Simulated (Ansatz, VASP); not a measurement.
**Bi: VASP beside Ansatz**

```
Bi
1.0
     2.27300    1.31232    3.99354
    -2.27300    1.31232    3.99354
     0.00000   -2.62463    3.99354
Bi
2
Direct
  0.23389 0.23389 0.23389
  0.76611 0.76611 0.76611
```

Change from the starting cell: zz strain of +1 %, crystal datasets.

Alike in both runs: task electric field gradients; functional PBEsol; k mesh 10 × 10 × 10; occupations fermi-dirac, width 0.03 eV; no spin polarisation.

|  | VASP | Ansatz |
| --- | --- | --- |
| version | VASP 6.6.1 | Ansatz 0.2.0 |
| potentials or method | VASP PAW PBE potentials, release 64 (Bi_d), cutoff 520 eV | all-electron PAW with datasets made for the crystal, scalar-relativistic |

|  | VASP | Ansatz | Ansatz less VASP |
| --- | --- | --- | --- |
| pressure (GPa) | -1.1 | -1.0 | +0.08 |
| traceless stress, the component that is largest in VASP (GPa) | -0.10 | -0.10 | -0.002 |
| rms of the force components (eV/Å) | 0.033 | 0.030 | -0.0028 |
| size of Vzz on the site where it differs most (V/Å²) | 22.3 | 23.9 | +1.60 |

VASP's potentials were made for PBE, not for PBEsol. Atom by atom the forces differ by 0.003 eV/Å (rms over components). Ansatz ran all-electron here, and VASP with PAW potentials.

Neither program's run includes spin-orbit coupling.
